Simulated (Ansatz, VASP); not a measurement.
## ScAl3N4 in VASP and in Ansatz

File INCAR:

```
PREC = Accurate ; ENCUT = 520
EDIFF = 1E-6 ; ISMEAR = 0
SIGMA = 0.01 ; LREAL = Auto
LASPH = T ; NELM = 100
ALGO = Normal ; ISIF = 2
LWAVE = F ; LCHARG = T
GGA = PS ; LELF = T
LVHAR = T ; NBANDS = 54
```

Contents of KPOINTS:

```
Automatic mesh
0
Gamma
  6 6 4
```

Contents of POSCAR:

```
ScAl3N4
1.0
    4.8412202811     -2.7938643274     -0.0067421579
   -3.2301209989     -0.0168054625     -4.9154959871
    3.2613108129      5.6463313758     -0.0013378318
Sc Al N
2 6 8
Direct
    0.3536776023      0.0433915794      0.0055532606
    0.9428730856      0.5361424798      0.1356686670
    0.8328772911      0.0104204915      0.2578753938
    0.3434539093      0.0187126351      0.5094959100
    0.8472043288      0.0208824077      0.7491967911
    0.4188351884      0.5112639032      0.3875052956
    0.9262525368      0.5170669718      0.6291262255
    0.4280101554      0.5282906848      0.8729307934
    0.6035551475      0.5812467267      0.1479020296
    0.1421363024      0.5998479370      0.4160134446
    0.6382394536      0.5981425677      0.6463859876
    0.1375677039      0.6008115746      0.8861962351
    0.7345226841      0.0900654618      0.0224819324
    0.1992953200      0.0830017486      0.2850139619
    0.7102777010      0.0952571955      0.5235085949
    0.2132215897      0.1094556352      0.7611454769
```

Input for Ansatz:

```yaml
crystal:
  lattice:
    - [4.8412202811, -2.7938643274, -0.0067421579]
    - [-3.2301209989, -0.0168054625, -4.9154959871]
    - [3.2613108129, 5.6463313758, -0.0013378318]
  atoms:
    - { symbol: Sc, position: [0.3536776023, 0.0433915794, 0.0055532606] }
    - { symbol: Al, position: [0.8328772911, 0.0104204915, 0.2578753938] }
    - { symbol: Al, position: [0.3434539093, 0.0187126351, 0.50949591] }
    - { symbol: Al, position: [0.8472043288, 0.0208824077, 0.7491967911] }
    - { symbol: Sc, position: [0.9428730856, 0.5361424798, 0.135668667] }
    - { symbol: Al, position: [0.4188351884, 0.5112639032, 0.3875052956] }
    - { symbol: Al, position: [0.9262525368, 0.5170669718, 0.6291262255] }
    - { symbol: Al, position: [0.4280101554, 0.5282906848, 0.8729307934] }
    - { symbol: "N", position: [0.6035551475, 0.5812467267, 0.1479020296] }
    - { symbol: "N", position: [0.1421363024, 0.599847937, 0.4160134446] }
    - { symbol: "N", position: [0.6382394536, 0.5981425677, 0.6463859876] }
    - { symbol: "N", position: [0.1375677039, 0.6008115746, 0.8861962351] }
    - { symbol: "N", position: [0.7345226841, 0.0900654618, 0.0224819324] }
    - { symbol: "N", position: [0.19929532, 0.0830017486, 0.2850139619] }
    - { symbol: "N", position: [0.710277701, 0.0952571955, 0.5235085949] }
    - { symbol: "N", position: [0.2132215897, 0.1094556352, 0.7611454769] }
basis:
  ecutwfc: 420
  xc_grid: 2
kpoints:
  mp_grid: { grid: [6, 6, 4] }
hamiltonian:
  xc: pbesol
  pseudopotentials: { kind: paw, azcp: { folder: soft_1 } }
scf:
  occupations: { method: fixed }
output:
  forces: true
  stress: true
  eigenvalues: true
  polarization: {}
```

Change from the starting cell: polar distortion scaled by 0.70.

Alike in both runs: task single point; functional PBEsol; k mesh 6 × 6 × 4; no spin polarisation.

|  | VASP | Ansatz |
| --- | --- | --- |
| version | VASP 6.6.1 | Ansatz 0.2.0 |
| potentials or method | VASP PAW PBE potentials, release 64 (Sc_sv, Al, N), cutoff 520 eV | scalar-relativistic, plane waves, PAW |
| occupations | gaussian, width 0.01 eV | fixed |
| valence electrons in the cell | 80 | 80 |

```tsv
	VASP	Ansatz	Ansatz less VASP
gap on the k mesh at the Fermi level (eV)	2.86	2.86	+0.008
least direct gap on the mesh (eV)	3.07	3.07	-0.008
pressure (GPa)	1.0	0.7	-0.26
rms of the force components (eV/Å)	0.585	0.571	-0.0139
```

VASP's potentials were made for PBE, not for PBEsol, and Ansatz warns of the same on its side.
